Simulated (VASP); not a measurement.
Input of a VASP 6.6.1 run:

The input INCAR:

```
PREC = Accurate
ENCUT = 600
EDIFF = 1E-6
ISMEAR = -1
SIGMA = 0.02
LREAL = F
LASPH = T
NELM = 120
ALGO = Normal
ISIF = 2
LWAVE = F
LCHARG = T
GGA = CA
LELF = T
LVHAR = T
NBANDS = 25
GGA_COMPAT = F
```

File KPOINTS:

```
Automatic mesh
0
Gamma
  6 6 8
```

Contents of POSCAR:

```
MgF2
1.0
    4.5572607896      0.0000000000      0.0000000000
    0.0000000000      4.5572607896      0.0000000000
    0.0000000000      0.0000000000      3.0134751784
Mg F
2 4
Direct
    0.0000000000      0.0000000000      0.0000000000
    0.5000000000      0.5000000000      0.5000000000
    0.3030112514      0.3030112514      0.0000000000
    0.1969887486      0.8030112514      0.5000000000
    0.6969887486      0.6969887486      0.0000000000
    0.8030112514      0.1969887486      0.5000000000
```

Potentials or basis: VASP PAW LDA potentials, release 64 (Mg, F).

Launch:

```sh
$ cat potpaw_LDA.64/Mg/POTCAR potpaw_LDA.64/F/POTCAR > POTCAR
$ mpirun -np 1 vasp_std > vasp.out
```

(1) Estimate the largest force.

(2) What does it give for the band gap on the k mesh?

(3) Predict the pressure.

Answers

(1) 0.014 eV/Å.

(2) 7.05 eV.

(3) -2.2 GPa.
